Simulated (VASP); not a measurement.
Wanted: the native input for a VASP 6.6.1 run.

* Task: relaxation of cell and atoms
* Functional: LDA
* Potentials or basis: VASP PAW LDA potentials, release 64 (Se)
* Cutoff: 600 eV
* k mesh: 12 × 12 × 8
* Occupations: gaussian, width 0.02 eV
* Spin: no spin polarisation
* Dipole correction: no
* Further INCAR settings: ALGO = Normal; EDIFF = 1e-06; IBRION = 2; EDIFFG = -0.005; NSW = 70; ISIF = 3

The structure of Se lies in POSCAR:

```
Se
1.0
    4.0681465709      0.0000000000      0.0000000000
   -2.0340732855      3.5231182767      0.0000000000
    0.0000000000      0.0000000000      5.1277306261
Se
3
Direct
    0.2473450702      0.0000000000      0.3333333333
    0.0000000000      0.2473450702      0.6666666667
    0.7526549298      0.7526549298      0.0000000000
```

These files were run (other wordings do the same):

INCAR

```
SYSTEM = Se
ALGO = Normal
EDIFF = 1E-6
EDIFFG = -0.005
ENCUT = 600
GGA = CA
IBRION = 2
ISIF = 3
ISMEAR = 0
LASPH = .TRUE.
LCHARG = .FALSE.
LREAL = .FALSE.
LWAVE = .FALSE.
NELM = 100
NSW = 70
PREC = Accurate
SIGMA = 0.02
```

KPOINTS

```
k-points
0
G
  12 12 8
  0 0 0
```

Potentials or basis: VASP PAW LDA potentials, release 64 (Se).

Command:

```sh
$ cat potpaw_LDA.64/Se/POTCAR > POTCAR
$ mpirun -np 1 vasp_std > vasp.out
```

Results of the run:

- Relaxed volume: 23.04 Å³/atom
- Relaxed cell: a = 3.946 Å, b = 3.946 Å, c = 5.128 Å, α = 90.00°, β = 90.00°, γ = 120.00°
- Space group after relaxing (to 0.1 Å): P3_121 (No. 152)
- Energy gained by relaxing: 8.3 meV/atom
- Ionic steps: 11
- Pressure after relaxing: 0.0 GPa
- Largest force after relaxing: 0.003 eV/Å
- Band gap on the k mesh: 0.27 eV

Caveat: semilocal functionals underestimate gaps, and a narrow one can read as zero.

Wall time 17 min on 1 thread of Intel Xeon 8259CL (shared host), peak memory 0.28 GiB.
